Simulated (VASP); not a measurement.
Co: single point with PBEsol

The system is Co.

```
CELL_PARAMETERS angstrom
-1.40102 1.40102 1.40102
1.40102 -1.40102 1.40102
1.40102 1.40102 -1.40102
ATOMIC_POSITIONS crystal
Co 0.00000 0.00000 0.00000
```

This cell differs from its parent crystal: volume scaled by 1.04.

```json
{"Program": "VASP 6.6.1", "Task": "single point", "Functional": "PBEsol", "Potentials or basis": "VASP PAW PBE potentials, release 64 (Co)", "Cutoff": "520 eV", "k mesh": "18 × 18 × 18", "Occupations": "fermi-dirac, width 0.05 eV", "Spin": "collinear spin, ferromagnetic start", "Starting moments": "[1.782] μB", "Dipole correction": "no", "Further INCAR settings": "ALGO = Normal; EDIFF = 1e-06; NBANDS = 14"}
```

```
Pressure                                              : -9.2 GPa
Net moment                                            : 1.71 μB per cell
Site moments                                          : Co +1.73 μB
Valence electrons inside the program's atomic spheres : Co 8.24
```

Levels at points of the mesh, in eV from the Fermi level:
Spin up:
```tsv
k point	band 2	band 3	band 4	band 5	band 6	band 7	band 8	band 9
(0.00, 0.00, 0.00)	-3.01	-3.01	-3.01	-1.88	-1.88	25.20	25.20	25.20
(0.50, 0.00, 0.00)	-4.00	-1.83	-1.72	-0.55	-0.14	6.35	18.25	19.67
(0.50, 0.50, 0.50)	-5.33	-0.80	-0.80	-0.80	9.37	9.37	9.37	15.11
```
Spin down:
```csv
k point,band 1,band 2,band 3,band 4,band 5,band 6,band 7,band 8,band 9
"(0.00, 0.00, 0.00)",-9.14,-1.46,-1.46,-1.46,0.29,0.29,25.06,25.06,25.06
"(0.50, 0.00, 0.00)",-4.42,-2.60,-0.07,0.18,0.50,1.24,7.38,18.30,20.04
"(0.50, 0.50, 0.50)",-3.84,-3.84,0.97,0.97,0.97,9.54,9.54,9.54,15.91
```

Wall time 60 s on 1 thread of Intel Xeon 6975P-C, with other jobs on the host, peak memory 0.16 GiB.

Caveat: the PAW data sets were made with another functional, which shifts forces and pressure a little.
